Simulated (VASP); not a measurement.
Ca, 2 atoms in the cell. It takes space group P6_3/mmc (No. 194, hexagonal). Conventional cell: a = 3.980 Å, b = 3.980 Å, c = 7.042 Å, α = 90.00°, β = 90.00°, γ = 120.00°. Ca (site symmetry -6m2) has 12 Ca at 3.98 to 4.20 Å within 5.2 Å.  This cell differs from its parent crystal: strain +0.000 along x and y, +0.080 along z.

```yaml
Program: VASP 6.6.1
Task: single point
Functional: PBE
Potentials_or_basis: VASP PAW PBE potentials, release 64 (Ca_sv)
Cutoff: 520 eV
k_mesh: 15 × 15 × 8
Occupations: gaussian, width 0.15 eV
Spin: no spin polarisation
Dipole_correction: no
Further_INCAR_settings: ALGO = Fast; EDIFF = 1e-07; NBANDS = 17
```

Potentials or basis: VASP PAW PBE potentials, release 64 (Ca_sv).

Launch:

```sh
$ cat potpaw_PBE.64/Ca_sv/POTCAR > POTCAR
$ mpirun -np 1 vasp_std > vasp.out
```

Hardware: 1 thread of AMD EPYC 9R45 96-Core Processor (Zen 5), on a shared host.

**Question.** Estimate the wall time of this run.

**Answer.** Wall time 3.3 min on 1 thread of AMD EPYC 9R45 96-Core Processor (Zen 5), with other jobs on the host, peak memory 0.31 GiB. Counts: scf iterations 20, k points 135.
